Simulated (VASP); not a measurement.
# CaS (Fm-3m) in VASP: a series of runs, part 2 of 2

VASP 6.6.1. The steps go on from the part before.

### Step 4. Single point, revPBE (volume scaled by 1.02)

Input file INCAR:

```
  PREC = Accurate
  ENCUT = 500
  EDIFF = 1E-6
  ISMEAR = 0
  SIGMA = 0.05
  LREAL = False
  LASPH = True
  NELM = 120
  ALGO = Normal
  ISIF = 2
  LWAVE = False
  LCHARG = False
  GGA = RE
  NBANDS = 15
  GGA_COMPAT = False
```

Input file KPOINTS:

```
Automatic mesh
0
Gamma
  8 8 8
```

Input file POSCAR:

```
CaS
1.0
    0.0000000000      2.9035296215      2.9035296215
    2.9035296215      0.0000000000      2.9035296215
    2.9035296215      2.9035296215      0.0000000000
Ca S
1 1
Direct
    0.5000000000      0.5000000000      0.5000000000
    0.0000000000      0.0000000000      0.0000000000
```

Potentials or basis: VASP PAW PBE potentials, release 64 (Ca_sv, S).

The run is started by

```console
$ cat potpaw_PBE.64/Ca_sv/POTCAR potpaw_PBE.64/S/POTCAR > POTCAR
$ mpirun -np 1 vasp_std > vasp.out
```

OUTCAR:

```text
PREC = Accurate
   ENCUT = 500
   EDIFF = 1E-6
   ISMEAR = 0
   LREAL = False
   LASPH = True
   NELM = 120
   ISIF = 2
   GGA = RE

 ion  position               nearest neighbor table
   1  0.500  0.500  0.500-   2 2.90   2 2.90   2 2.90   2 2.90   2 2.90   2 2.90
   2  0.000  0.000  0.000-   1 2.90   1 2.90   1 2.90   1 2.90   1 2.90   1 2.90

  LATTYP: Found a face centered cubic cell.
 ALAT       =     5.8070592430

  Lattice vectors:

 A1 = (   0.0000000000,   2.9035296215,   2.9035296215)
 A2 = (   2.9035296215,   0.0000000000,   2.9035296215)
 A3 = (   2.9035296215,   2.9035296215,   0.0000000000)

Analysis of symmetry for initial positions (statically):
=====================================================================
 Subroutine PRICEL returns:
 Original cell was already a primitive cell.

 Routine SETGRP: Setting up the symmetry group for a
 face centered cubic supercell.

 Subroutine GETGRP returns: Found 48 space group operations
 (whereof 48 operations were pure point group operations)
 out of a pool of 48 trial point group operations.

The static configuration has the point symmetry O_h .

Analysis of symmetry for dynamics (positions and initial velocities):
[... 178 lines left out ...]
     10       6.6486      0.00000
     11       6.6486      0.00000
     12       6.6486      0.00000
     13       7.1584      0.00000
     14       7.1584      0.00000
[... 401 lines left out ...]
      2     -18.1168      2.00000
      3     -18.0532      2.00000
      4     -18.0356      2.00000
      5      -8.0519      2.00000
      6      -0.0188      2.00000
      7       1.0417      2.00000
      8       1.3542      2.00000
      9       7.3772      0.00000
     10       7.6782      0.00000
     11       8.6988      0.00000
     12       8.9484      0.00000
     13       9.2365      0.00000
     14      10.2021      0.00000
     15      11.3415      0.00000

 [... further k-points ...]

------------------------ aborting loop because EDIFF is reached ----------------------------------------

  FORCE on cell =-STRESS in cart. coord.  units (eV):
  Direction    XX          YY          ZZ          XY          YZ          ZX
  --------------------------------------------------------------------------------------
  -------------------------------------------------------------------------------------
  Total       -0.2785212     -0.2785212     -0.2785212      0.0000000      0.0000000      0.0000000
  in kB       -9.1150695     -9.1150695     -9.1150695      0.0000000      0.0000000      0.0000000
  external PRESSURE =      -9.1150695 kB  Pullay stress =       0.0000000 kB

 VOLUME and BASIS-vectors are now :
 -----------------------------------------------------------------------------
  energy-cutoff  :      500.00
  volume of cell :       48.96
      direct lattice vectors                 reciprocal lattice vectors
     0.000000000  2.903529622  2.903529622    -0.172204201  0.172204201  0.172204201
     2.903529622  0.000000000  2.903529622     0.172204201 -0.172204201  0.172204201
     2.903529622  2.903529622  0.000000000     0.172204201  0.172204201 -0.172204201

 POSITION                                       TOTAL-FORCE (eV/Angst)
 -----------------------------------------------------------------------------------
      2.90353      2.90353      2.90353         0.000000     -0.000000     -0.000000
      0.00000      0.00000      0.00000        -0.000000      0.000000      0.000000
 -----------------------------------------------------------------------------------
    total drift:                                0.000000      0.000000      0.000000

  FREE ENERGIE OF THE ION-ELECTRON SYSTEM (eV)
  ---------------------------------------------------
  free  energy   TOTEN  =        -9.8512178081 eV

  energy  without entropy=       -9.8512178081  energy(sigma->0) =       -9.85121781
```

stdout:

```text
POSCAR found type information on POSCAR CaS
 POSCAR found :  2 types and       2 ions
 scaLAPACK will be used
 -----------------------------------------------------------------------------
|                                                                             |
|                                                                             |
|     You enforced a specific xc type in the INCAR file but a different       |
|     I HOPE YOU KNOW WHAT YOU ARE DOING!                                     |
|                                                                             |
 -----------------------------------------------------------------------------

 LDA part: xc-table for (Slater+PW92), standard interpolation
 POSCAR, INCAR and KPOINTS ok, starting setup
 FFT: planning ... GRIDC
 FFT: planning ... GRID_SOFT
 FFT: planning ... GRID
 WAVECAR not read
 entering main loop
```

It took 47 s on 1 thread of AMD EPYC 7R13, shared host; peak memory 0.15 GiB.

What came out:

| Item | Value |
| --- | --- |
| Free energy | -9.8512 eV |
| Pressure | -0.9 GPa |
| Band gap on the k mesh | 2.57 eV, indirect (least direct gap 3.33 eV) |

Caveat: the PAW data sets were made with another functional, which shifts forces and pressure a little. A k mesh can miss the band edges.

### Step 5. Single point, BLYP+D3(BJ) (volume scaled by 0.98)

Input file INCAR:

```
SYSTEM = CaS
PREC = Accurate
ENCUT = 500
EDIFF = 1E-6
ISMEAR = 0
SIGMA = 0.05
LREAL = .FALSE.
LASPH = .TRUE.
NELM = 120
ALGO = Normal
ISIF = 2
LWAVE = .FALSE.
LCHARG = .FALSE.
GGA = B5
ALDAX = 1.0
AGGAX = 1.0
AGGAC = 1.0
ALDAC = 0.0
IVDW = 12
VDW_S6 = 1.0
VDW_S8 = 2.6996
VDW_A1 = 0.4298
VDW_A2 = 4.2359
NBANDS = 15
GGA_COMPAT = .FALSE.
```

Input file KPOINTS:

```
Automatic mesh
0
G
  8 8 8
  0 0 0
```

Input file POSCAR:

```
CaS
1.0
    0.0000000000      2.7857887943      2.7857887943
    2.7857887943      0.0000000000      2.7857887943
    2.7857887943      2.7857887943      0.0000000000
Ca S
1 1
Direct
    0.5000000000      0.5000000000      0.5000000000
    0.0000000000      0.0000000000      0.0000000000
```

The run is started by

```console
$ cat potpaw_PBE.64/Ca_sv/POTCAR potpaw_PBE.64/S/POTCAR > POTCAR
$ mpirun -np 1 vasp_std > vasp.out
```

It took 24 s on 1 thread of Intel Xeon Platinum 8259CL at 2.50GHz (Skylake/Cascade Lake), shared host; peak memory 0.18 GiB.

Results (log left out):

| Property | Result |
| --- | --- |
| Free energy | -11.0246 eV |
| Pressure | 1.5 GPa |
| Band gap on the k mesh | 2.30 eV, indirect (least direct gap 3.13 eV) |
| Dispersion energy per atom | -0.819 eV |

Levels at points of the mesh, in eV from the valence-band top:
| k point | band 5 | band 6 | band 7 | band 8 | band 9 | band 10 | band 11 | band 12 |
| --- | --- | --- | --- | --- | --- | --- | --- | --- |
| (0.00, 0.00, 0.00) | -11.51 | 0.00 | 0.00 | 0.00 | 4.11 | 4.11 | 4.11 | 4.70 |
| (0.50, 0.00, 0.00) | -10.58 | -3.24 | -1.30 | -1.30 | 5.62 | 6.19 | 6.25 | 6.25 |
| (0.50, 0.50, 0.00) | -10.84 | -2.32 | -0.83 | -0.83 | 2.30 | 5.59 | 6.43 | 6.86 |

Caveat: the PAW data sets were made with another functional, which shifts forces and pressure a little.

### Step 6. Overview

```csv
level,cell,gap on the mesh (eV),pressure (GPa)
BLYP,"a = 4.091 Å, angles 60.0°, 2 atoms",2.54,0.1
BLYP,"a = 4.063 Å, angles 60.0°, 2 atoms",2.50,1.2
revPBE,"a = 4.106 Å, angles 60.0°, 2 atoms",2.57,-0.9
BLYP+D3(BJ),"a = 3.940 Å, angles 60.0°, 2 atoms",2.30,1.5
```

Alike in all rows: task single point; potentials or basis VASP PAW PBE potentials, release 64 (Ca_sv, S); no spin polarisation; k mesh 8 × 8 × 8; cutoff (eV) 500; smearing gaussian 0.05 eV.

Caveats: the PAW data sets were made with another functional, which shifts forces and pressure a little.

Total energies depend on the potentials used, so only differences within one code and one set of settings carry meaning.
